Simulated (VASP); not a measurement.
# Ag: single point with LDA

Ag:

```
Ag
1.0
     0.00000    2.00462    2.00462
     2.00462    0.00000    2.00462
     2.00462    2.00462    0.00000
Ag
1
Direct
  0.00000 0.00000 0.00000
```

| Item | Value |
| --- | --- |
| Program | VASP 6.6.1 |
| Task | single point |
| Functional | LDA |
| Potentials or basis | VASP PAW LDA potentials, release 64 (Ag) |
| Cutoff | 520 eV |
| k mesh | 8 × 8 × 8 |
| Occupations | gaussian, width 0.1 eV |
| Spin | no spin polarisation |

The pressure is 0.1 GPa.

Levels at points of the mesh, in eV from the Fermi level:
```csv
k point,band 4,band 5,band 6,band 7,band 8,band 9
"(0.00, 0.00, 0.00)",-4.82,-3.66,-3.66,16.28,20.13,20.13
"(0.50, 0.00, 0.00)",-2.77,-2.77,-0.44,4.06,15.54,18.46
"(0.50, 0.50, 0.00)",-2.54,-2.54,1.64,7.33,11.00,11.00
```

Run time: 6.8 s on 1 thread of Intel(R) Xeon(R) Platinum 8259CL CPU @ 2.50GHz (Skylake/Cascade Lake), with other jobs on the host, peak memory 0.13 GiB.
